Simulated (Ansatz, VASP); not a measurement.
# Two plane-wave programs on SiCl3

File INCAR:

```
SYSTEM = SiCl3
PREC = Accurate ; ENCUT = 520
EDIFF = 1E-7 ; ISMEAR = 0
SIGMA = 0.1 ; LREAL = .False.
LASPH = .True. ; NELM = 100
ALGO = Normal ; ISIF = 2
LWAVE = .False. ; LCHARG = .False.
GGA = PE ; NBANDS = 35
```

The input KPOINTS:

```
Automatic mesh
0
Gamma
  3 3 4
  0 0 0
```

File POSCAR:

```
SiCl3
1.0
    6.2762372939      0.0000000000      0.0000000000
   -3.1381186470      5.4353809367      0.0000000000
    0.0000000000      0.0000000000      6.7614090984
Si Cl
2 6
Direct
    0.3333333333      0.6666666667      0.2500000000
    0.6666666667      0.3333333333      0.7500000000
    0.0455000000      0.3763000000      0.2500000000
    0.6692000000      0.0455000000      0.7500000000
    0.6237000000      0.6692000000      0.2500000000
    0.9545000000      0.6237000000      0.7500000000
    0.3308000000      0.9545000000      0.2500000000
    0.3763000000      0.3308000000      0.7500000000
```

Input for Ansatz:

```yaml
crystal:
  lattice:
    - [6.2762372939, 0.0, 0.0]
    - [-3.138118647, 5.4353809367, 0.0]
    - [0.0, 0.0, 6.7614090984]
  atoms:
    - { symbol: Si, position: [0.3333333333, 0.6666666667, 0.25] }
    - { symbol: Si, position: [0.6666666667, 0.3333333333, 0.75] }
    - { symbol: Cl, position: [0.0455, 0.3763, 0.25] }
    - { symbol: Cl, position: [0.6692, 0.0455, 0.75] }
    - { symbol: Cl, position: [0.6237, 0.6692, 0.25] }
    - { symbol: Cl, position: [0.9545, 0.6237, 0.75] }
    - { symbol: Cl, position: [0.3308, 0.9545, 0.25] }
    - { symbol: Cl, position: [0.3763, 0.3308, 0.75] }
basis:
  ecutwfc: 420
kpoints:
  mp_grid: { grid: [3, 3, 4] }
hamiltonian:
  xc: pbe
scf:
  occupations: { method: gaussian, width: 0.1 }
  lower_state_search: "off"
output:
  forces: true
  stress: true
  eigenvalues: true
```

Alike in both runs: task single point; functional PBE; k mesh 3 × 3 × 4; occupations gaussian, width 0.1 eV; no spin polarisation.

```csv
,VASP,Ansatz
version,VASP 6.6.1,Ansatz 0.2.0
potentials or method,"VASP PAW PBE potentials, release 64 (Si, Cl), cutoff 520 eV","scalar-relativistic, plane waves, PAW"
valence electrons in the cell,50,50
```

Ansatz gave:

| Item | Value |
| --- | --- |
| gap on the k mesh at the Fermi level (eV) | none |
| pressure (GPa) | 17.8 |
| traceless stress, the component that is largest in VASP (GPa) | -17.83 |
| rms of the force components (eV/Å) | 3.510 |

Task: What did VASP give for the same quantities?

Result: gap on the k mesh at the Fermi level (eV): none; pressure (GPa): 17.5; traceless stress, the component that is largest in VASP (GPa): -17.56; rms of the force components (eV/Å): 3.455.

Atom by atom the forces differ by 0.055 eV/Å (rms over components). A gap of «none» marks a metal or a gap that the smearing closes. With one functional, cell and mesh, what is left measures potentials, basis and numerics.

The k mesh is coarse, so the values compare programs but aren't converged.
